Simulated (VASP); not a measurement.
Sc, 2 atoms in the cell. The structure is hexagonal, space group P6_3/mmc (No. 194). The conventional cell has a = 3.319 Å, b = 3.319 Å, c = 5.184 Å, α = 90.00°, β = 90.00°, γ = 120.00°. Sc (site symmetry -6m2) has 12 Sc at 3.22 to 3.32 Å within 4.2 Å. 

- Program: VASP 6.6.1
- Task: single point
- Functional: PBE
- Potentials or basis: VASP PAW PBE potentials, release 64 (Sc_sv)
- Cutoff: 520 eV
- k mesh: 11 × 11 × 6
- Occupations: fermi-dirac, width 0.01 eV
- Spin: no spin polarisation
- Dipole correction: no
- Further INCAR settings: ALGO = Normal; EDIFF = 1e-07; NBANDS = 18

Potentials or basis: VASP PAW PBE potentials, release 64 (Sc_sv).

The run is started by

```sh
$ cat potpaw_PBE.64/Sc_sv/POTCAR > POTCAR
$ mpirun -np 1 vasp_std > vasp.out
```

Hardware: 1 thread of Intel Xeon 8259CL (shared host).

Question: Estimate the wall time of this run.

Answer: It took 94 s on 1 thread of Intel Xeon 8259CL (shared host), peak memory 0.2 GiB. Counts: scf iterations 13, k points 64.
